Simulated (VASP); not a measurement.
# Be16H (a cell with a defect) in VASP: single point with PBE

Aim: the single point of Be16H (a cell with a defect) with PBE.

All numbers are computed with VASP 6.6.1; they aren't measurements. Logs are shortened: lines on timing, memory, paths and dates and some standing lists are left out, and cuts for length are marked.

## (1) The cell of the first run

The cell holds a defect, 17 atoms: a = 4.580 Å, b = 3.966 Å, c = 7.177 Å, α = 90.00°, β = 90.00°, γ = 90.00°.

## (2) Single point, PBE

Input file INCAR:

```
SYSTEM = Be16H
PREC = Accurate
ENCUT = 520
EDIFF = 1E-6
ISMEAR = -1
SIGMA = 0.15
LREAL = Auto
LASPH = .TRUE.
NELM = 60
ALGO = Normal
ISIF = 2
LWAVE = .FALSE.
LCHARG = .TRUE.
GGA = PE
LELF = .TRUE.
LVHAR = .TRUE.
NBANDS = 30
```

Input file KPOINTS:

```
regular mesh
0
G
  5 5 3
  0 0 0
```

Input file POSCAR:

```
Be16H
1.0
   -2.2900000000     -3.9663960000      0.0000000000
    3.4350000000     -1.9831980000      0.0000000000
    0.0000000000      0.0000000000      7.1768600000
Be H
16 1
Direct
    0.7498027009      0.5072073319     -0.0031859337
    0.4925476745      0.3381330931      0.2537129051
    0.7497446473      0.4947034184      0.5024461951
    0.4993018400      0.3341578497      0.7504892112
    0.4924503759     -0.0064391963     -0.0035621428
    0.2497793544      0.8310668767      0.2507490741
    0.4993456931     -0.0022886064      0.4996818943
    0.2497725245      0.8312227311      0.7470682165
    0.2497448178      0.5005375932     -0.0005063496
    0.0068570851      0.3379032678      0.2536865705
    0.2497363698      0.5006003746      0.5030925781
    0.0002727086      0.3341992730      0.7504821050
    0.0070061875     -0.0063621050     -0.0035165797
    0.7498999281      0.8244078124      0.2533768250
    0.0002755933     -0.0023472755      0.4997154745
    0.7497716007      0.8370948953      0.7477290904
    0.7495288232      0.1652416318      0.1248654704
```

Potentials or basis: VASP PAW PBE potentials, release 64 (Be, H).

Started as:

```sh
$ cat potpaw_PBE.64/Be/POTCAR potpaw_PBE.64/H/POTCAR > POTCAR
$ mpirun -np 1 vasp_std > vasp.out
```

OUTCAR:

```text
SYSTEM = Be16H
   PREC = Accurate
   ENCUT = 520
   EDIFF = 1E-6
   ISMEAR = -1
   LREAL = Auto
   LASPH = .TRUE.
   NELM = 60
   ISIF = 2
   GGA = PE

 ion  position               nearest neighbor table
   1  0.750  0.507  0.997-  16 2.22  12 2.22   4 2.22  14 2.23  13 2.26   5 2.26  10 2.29   2 2.29
                             9 2.29   9 2.29  13 2.35   5 2.35
   2  0.493  0.338  0.254-  11 2.20   7 2.22  10 2.22   3 2.23   9 2.23   6 2.25  14 2.26   1 2.29
                             5 2.30   6 2.30  14 2.35  10 2.36
   3  0.750  0.495  0.502-   4 2.21  12 2.21  14 2.21  16 2.22   2 2.23  10 2.23   7 2.28  15 2.28
                            11 2.29  11 2.29   7 2.30  15 2.30
   4  0.499  0.334  0.750-   3 2.21  11 2.21   1 2.22   9 2.22   5 2.22   7 2.24   8 2.28  16 2.28
                            12 2.29  12 2.29   8 2.30  16 2.30
   5  0.492  0.994  0.996-   8 2.20   4 2.22  13 2.22  16 2.23   6 2.23   9 2.25   1 2.26  14 2.29
                             2 2.30   9 2.30   1 2.35  13 2.36
   6  0.250  0.831  0.251-  15 2.22   7 2.22   9 2.23   5 2.23  13 2.23  11 2.24   2 2.25  10 2.25
                            14 2.29  14 2.29  10 2.30   2 2.30
   7  0.499  0.998  0.500-  16 2.21   8 2.21  14 2.22   6 2.22   2 2.22   4 2.24  11 2.28   3 2.28
                            15 2.29  15 2.29  11 2.30   3 2.30
   8  0.250  0.831  0.747-  11 2.19   5 2.20  13 2.20  15 2.21   7 2.21   9 2.24  12 2.28   4 2.28
                            16 2.29  16 2.29   4 2.30  12 2.30
   9  0.250  0.501  0.999-  12 2.22   4 2.22   6 2.23   2 2.23  10 2.23   8 2.24   5 2.25  13 2.25
                             1 2.29   1 2.29  13 2.30   5 2.30
  10  0.007  0.338  0.254-  11 2.20  15 2.22   2 2.22   3 2.23   9 2.23   6 2.25  14 2.26   1 2.29
                            13 2.30   6 2.30  14 2.35   2 2.36
  11  0.250  0.501  0.503-   8 2.19   2 2.20  10 2.20  12 2.21   4 2.21   6 2.24  15 2.28   7 2.28
                             3 2.29   3 2.29  15 2.30   7 2.30
  12  0.000  0.334  0.750-   3 2.21  11 2.21   1 2.22   9 2.22  13 2.22  15 2.24   8 2.28  16 2.28
                             4 2.29   4 2.29   8 2.30  16 2.30
  13  0.007  0.994  0.996-   8 2.20  12 2.22   5 2.22  16 2.23   6 2.23   9 2.25   1 2.26  14 2.29
                            10 2.30   9 2.30   1 2.35   5 2.36
  14  0.750  0.824  0.253-  17 1.64   3 2.21  15 2.22   7 2.22   1 2.23  10 2.26   2 2.26  13 2.29
                             5 2.29   6 2.29   6 2.29  10 2.35   2 2.35
  15  0.000  0.998  0.500-  16 2.21   8 2.21  14 2.22   6 2.22  10 2.22  12 2.24  11 2.28   3 2.28
                             7 2.29   7 2.29  11 2.30   3 2.30
  16  0.750  0.837  0.748-  15 2.21   7 2.21   1 2.22   3 2.22   5 2.23  13 2.23   4 2.28  12 2.28
                             8 2.29   8 2.29  12 2.30   4 2.30
  17  0.750  0.165  0.125-  14 1.64

  LATTYP: Found a simple orthorhombic cell.
 ALAT       =     3.9663962620
 B/A-ratio  =     1.1547004875
 C/A-ratio  =     1.8094157835

  Lattice vectors:

 A1 = (  -3.4350000000,   1.9831980000,   0.0000000000)
 A2 = (  -2.2900000000,  -3.9663960000,   0.0000000000)
 A3 = (   0.0000000000,   0.0000000000,   7.1768600000)

Analysis of symmetry for initial positions (statically):
=====================================================================
 Subroutine PRICEL returns:
 Original cell was already a primitive cell.

 Routine SETGRP: Setting up the symmetry group for a
 simple orthorhombic supercell.

 Subroutine GETGRP returns: Found  1 space group operations
 (whereof  1 operations were pure point group operations)
 out of a pool of  8 trial point group operations.

The static configuration has the point symmetry C_1 .

Analysis of symmetry for dynamics (positions and initial velocities):
=====================================================================
 Subroutine PRICEL returns:
 Original cell was already a primitive cell.

 Routine SETGRP: Setting up the symmetry group for a
 simple orthorhombic supercell.

 Subroutine GETGRP returns: Found  1 space group operations
 (whereof  1 operations were pure point group operations)
 out of a pool of  8 trial point group operations.

The dynamic configuration has the point symmetry C_1 .

 Subroutine INISYM returns: Found  1 space group operations
 (whereof  1 operations are pure point group operations),
 and found     1 'primitive' translations

----------------------------------------------------------------------------------------

                                     Primitive cell

  volume of cell :     130.3755

  direct lattice vectors                    reciprocal lattice vectors
    -2.290000000 -3.966396000  0.000000000    -0.109170306 -0.189088533  0.000000000
     3.435000000 -1.983198000  0.000000000     0.218340611 -0.126059022  0.000000000
     0.000000000  0.000000000  7.176860000     0.000000000  0.000000000  0.139336702

  length of vectors
     4.579999697  3.966396262  7.176860000     0.218340626  0.252118027  0.139336702
[... 54 lines left out ...]

  Length of vectors
     0.043668125  0.050423605  0.046445567

  Shift w.r.t. Gamma in fractional coordinates (k-lattice)
     0.000000000  0.000000000  0.000000000

 Subroutine IBZKPT returns following result:
 ===========================================

 Found     38 irreducible k-points:

 Following reciprocal coordinates:
            Coordinates               Weight
  0.000000  0.000000  0.000000      1.000000
  0.200000  0.000000  0.000000      2.000000
  0.400000  0.000000  0.000000      2.000000
  0.000000  0.200000  0.000000      2.000000
  0.200000  0.200000  0.000000      2.000000
 -0.200000  0.200000  0.000000      2.000000
[... 16 lines left out ...]
  0.200000 -0.200000 -0.333333      2.000000
 -0.200000 -0.200000  0.333333      2.000000
 [... further k-points ...]
   k-points           NKPTS =     38   k-points in BZ     NKDIM =     38   number of bands    NBANDS=     30
   number of dos      NEDOS =    301   number of ions     NIONS =     17
   total plane-waves  NPLWV =  58320
   dimension x,y,z NGX =    36 NGY =   30 NGZ =   54
   dimension x,y,z NGXF=    72 NGYF=   60 NGZF=  108
   ions per type =              16   1
   NGX,Y,Z   is equivalent  to a cutoff of  13.07, 12.57, 12.51 a.u.
   NGXF,Y,Z  is equivalent  to a cutoff of  26.13, 25.15, 25.02 a.u.
 SYSTEM =  Be16H
   PREC   = accura    normal or accurate (medium, high low for compatibility)
   ISTART =      0    job   : 0-new  1-cont  2-samecut
   ICHARG =      2    charge: 1-file 2-atom 10-const
   ISPIN  =      1    spin polarized calculation?
   LNONCOLLINEAR =      F non collinear calculations
   LSORBIT =      F    spin-orbit coupling
   LASPH  =      T    aspherical Exc in radial PAW
   ENCUT  =  520.0 eV  38.22 Ry    6.18 a.u.   8.52  7.37 13.34*2*pi/ulx,y,z
   NELM   =     60;   NELMIN=  2; NELMDL= -5     # of ELM steps
   EDIFF  = 0.1E-05   stopping-criterion for ELM
   LREAL  =      T    real-space projection
   EDIFFG = 0.1E-04   stopping-criterion for IOM
   NSW    =      0    number of steps for IOM
   IBRION =     -1    ionic relax: 0-MD 1-quasi-New 2-CG
   NFREE  =      0    steps in history (QN), initial steepest desc. (CG)
   ISIF   =      2    stress and relaxation
   ISYM   =      2    0-nonsym 1-usesym 2-fastsym
   POTIM  = 0.5000    time-step for ionic-motion
   TEBEG  =    0.0;   TEEND  =   0.0 temperature during run
   PSTRESS=    0.0 pullay stress
   NELECT =      33.0000    total number of electrons
   NUPDOWN=      -1.0000    fix difference up-down
   EMIN   =  10.00;   EMAX   =-10.00  energy-range for DOS
   EFERMI =   0.00;   METHOD = LEGACY
   ISMEAR =    -1;   SIGMA  =   0.15  broadening in eV -4-tet -1-fermi 0-gaus
   EFERMI_NEDOS =   21; number of points for ismear=-14 and -15
   IALGO  =     38    algorithm
   IMIX   =      4    mixing-type and parameters
     AMIX     =   0.40;   BMIX     =  1.00
     AMIX_MAG =   1.60;   BMIX_MAG =  1.00
  volume/ion in A,a.u.               =       7.67        51.75
  Fermi-wavevector in a.u.,A,eV,Ry     =   1.035573  1.956950 14.591049  1.072412
  Thomas-Fermi vector in A             =   2.169923
   LORBIT       =      0    0 simple, 1 ext, 2 COOP (PROOUT), +10 PAW based schemes
   GGA     = PE    functional components
   LHFCALC =     F    Hartree Fock is set to
   AEXX    =    0.0000 exact exchange contribution
   IVDW    =     0    specifies the selected vdW correction
   LEPSILON=     F    determine dielectric tensor
   LRPA    =     F    only Hartree local field effects (RPA)
 non-spin polarized calculation
  energy-cutoff  :      520.00
  volume of cell :      130.38
 maximum number of plane-waves:      3529
 NGX is ok and might be reduce to    36
   NGX = 17   NGY = 15   NGZ = 27

 number of electron      33.0000001 magnetization

 Free energy of the ion-electron system (eV)
  ---------------------------------------------------
  ext. energy  EPLUGINS =         0.00000000
  ---------------------------------------------------
  free energy    TOTEN  =       -61.82811857 eV

  energy without entropy =      -61.68446953  energy(sigma->0) =      -61.75629405

 E-fermi :   7.3913     XC(G=0): -10.5852

 val. band max:        7.3713585218   @ k =   0.0000   0.0000   0.0000
 cond. band min:       7.3924206033   @ k =   0.0000   0.0000   0.0000
 fundamental gap:      0.0210620815
 Fermi energy:         7.3913279029

 k-point     1 :       0.0000    0.0000    0.0000
  band No.  band energies     occupation
      1      -5.1993      2.00000
      2      -3.0226      2.00000
      3      -2.1729      2.00000
      4      -0.2035      2.00000
      5       0.9687      2.00000
      6       1.5448      2.00000
[... 733 lines left out ...]
     27      12.0384      0.00000
     28      12.6429      0.00000

 [... further k-points ...]

 [bands above 28 left out]

------------------------ aborting loop because EDIFF is reached ----------------------------------------

  FORCE on cell =-STRESS in cart. coord.  units (eV):
  Direction    XX          YY          ZZ          XY          YZ          ZX
  --------------------------------------------------------------------------------------
  -------------------------------------------------------------------------------------
  Total        0.2478227      1.1106933     -1.2897767      0.7458250     -0.0324279      0.0542434
  in kB        3.0454793     13.6492478    -15.8499937      9.1654012     -0.3985052      0.6665947
  external PRESSURE =       0.2815778 kB  Pullay stress =       0.0000000 kB

 VOLUME and BASIS-vectors are now :
 -----------------------------------------------------------------------------
  energy-cutoff  :      520.00
  volume of cell :      130.38
      direct lattice vectors                 reciprocal lattice vectors
    -2.290000000 -3.966396000  0.000000000    -0.109170306 -0.189088533  0.000000000
     3.435000000 -1.983198000  0.000000000     0.218340611 -0.126059022  0.000000000
     0.000000000  0.000000000  7.176860000     0.000000000  0.000000000  0.139336702

 POSITION                                       TOTAL-FORCE (eV/Angst)
 -----------------------------------------------------------------------------------
      0.02521     -3.97991      7.15399         0.006242     -0.002451     -0.001460
      0.03355     -2.62422      1.82086        -0.004999      0.002135     -0.001077
     -0.01761     -3.95488      3.60599         0.009061     -0.006264      0.002138
      0.00443     -2.64313      5.38616        -0.010169      0.005889     -0.000552
      2.28517     -3.92368      7.15129         0.003536     -0.006887      0.000745
      2.28272     -2.63889      1.79959        -0.002444      0.002768      0.001764
[... 9 lines left out ...]
      1.15844     -4.63402      5.36635        -0.010295      0.006008     -0.001902
     -1.14882     -3.30063      0.89614         0.003088     -0.003284      0.003930
 -----------------------------------------------------------------------------------
    total drift:                               -0.001062      0.000594      0.000247

  FREE ENERGIE OF THE ION-ELECTRON SYSTEM (eV)
  ---------------------------------------------------
  free  energy   TOTEN  =       -61.8281185657 eV

  energy  without entropy=      -61.6844695293  energy(sigma->0) =      -61.75629405
```

It took 4.6 min on 1 thread of Intel Xeon Platinum 8488C (Sapphire Rapids), shared host; peak memory 0.28 GiB.

Results:

| Property | Result |
| --- | --- |
| Free energy | -61.8281 eV |
| Pressure | 0.0 GPa |
| Largest force | 0.013 eV/Å |

Forces in eV/Å, atoms in the order of the input:
```
Be   0.006 -0.002 -0.001
Be  -0.005  0.002 -0.001
Be   0.009 -0.006  0.002
Be  -0.010  0.006 -0.001
Be   0.004 -0.007  0.001
Be  -0.002  0.003  0.002
Be   0.008 -0.004  0.000
Be  -0.009  0.005 -0.001
Be   0.005 -0.002 -0.003
Be  -0.003 -0.003  0.001
Be   0.007 -0.005  0.001
Be  -0.011  0.008  0.000
Be   0.006 -0.001 -0.002
Be  -0.008  0.008  0.000
Be   0.010 -0.004 -0.001
Be  -0.010  0.006 -0.002
H    0.003 -0.003  0.004
```
